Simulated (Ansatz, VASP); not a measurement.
**B2Sb3Os in VASP and in Ansatz**

Contents of INCAR:

```
SYSTEM = B2Sb3Os
  PREC = Accurate
  ENCUT = 600
  EDIFF = 1E-7
  ISMEAR = 0
  SIGMA = 0.1
  LREAL = .FALSE.
  LASPH = .TRUE.
  NELM = 100
  ALGO = Fast
  ISIF = 3
  LWAVE = .FALSE.
  LCHARG = .FALSE.
  GGA = PE
  IBRION = 2
  NSW = 100
  EDIFFG = -0.01
```

Contents of KPOINTS:

```
regular mesh
0
G
  8 8 8
  0 0 0
```

Contents of POSCAR:

```
B2Sb3Os
1.0
    4.7947358150      0.0000000000      0.0000000000
    0.0000000000      4.7947358150      0.0000000000
    0.0000000000      0.0000000000      4.5463106329
B Sb Os
2 3 1
Direct
    0.5000000000      0.5000000000      0.0000000000
    0.0000000000      0.0000000000      0.0000000000
    0.0000000000      0.5000000000      0.0000000000
    0.5000000000      0.0000000000      0.0000000000
    0.5000000000      0.5000000000      0.5000000000
    0.0000000000      0.0000000000      0.5000000000
```

Input for Ansatz:

```yaml
crystal:
  lattice:
    - [4.794735815, 0.0, 0.0]
    - [0.0, 4.794735815, 0.0]
    - [0.0, 0.0, 4.5463106329]
  atoms:
    - { symbol: B, position: [0.5, 0.5, 0.0] }
    - { symbol: B, position: [0.0, 0.0, 0.0] }
    - { symbol: Sb, position: [0.0, 0.5, 0.0] }
    - { symbol: Sb, position: [0.5, 0.0, 0.0] }
    - { symbol: Sb, position: [0.5, 0.5, 0.5] }
    - { symbol: Os, position: [0.0, 0.0, 0.5] }
basis:
  ecutwfc: 420
kpoints:
  mp_grid: { grid: [8, 8, 8] }
hamiltonian:
  xc: pbe
scf:
  occupations: { method: gaussian, width: 0.1 }
output:
  forces: true
  stress: true
  eigenvalues: true
relax:
  adjacent_minimum: "off"
  f_tol: 0.01
  max_steps: 80
  cell: { stress_tol: 0.05 }
```

Alike in both runs: task relaxation of cell and atoms; functional PBE; k mesh 8 × 8 × 8; occupations gaussian, width 0.1 eV; no spin polarisation.

|  | VASP | Ansatz |
| --- | --- | --- |
| version | VASP 6.6.1 | Ansatz 0.2.0 |
| potentials or method | VASP PAW PBE potentials, release 64 (B, Sb, Os), cutoff 600 eV | scalar-relativistic, plane waves, PAW |
| valence electrons in the cell | 29 | 67 |

Ansatz gave:

```
gap on the k mesh at the Fermi level, each at its own relaxed structure (eV)  : none
relaxed volume (Å³/atom)                                                      : 17.65
relaxed length of the cell vector where the two differ most in proportion (Å) : 4.429
```

Question: What did VASP give for the same quantities?

Answer: gap on the k mesh at the Fermi level, each at its own relaxed structure (eV): none; relaxed volume (Å³/atom): 17.64; relaxed length of the cell vector where the two differ most in proportion (Å): 4.434.

A gap of «none» marks a metal or a gap that the smearing closes. VASP's potentials hold 29 valence electrons a cell and Ansatz's 67, so a difference there can come from the potentials and not from the codes.

Spin-orbit coupling is off throughout.
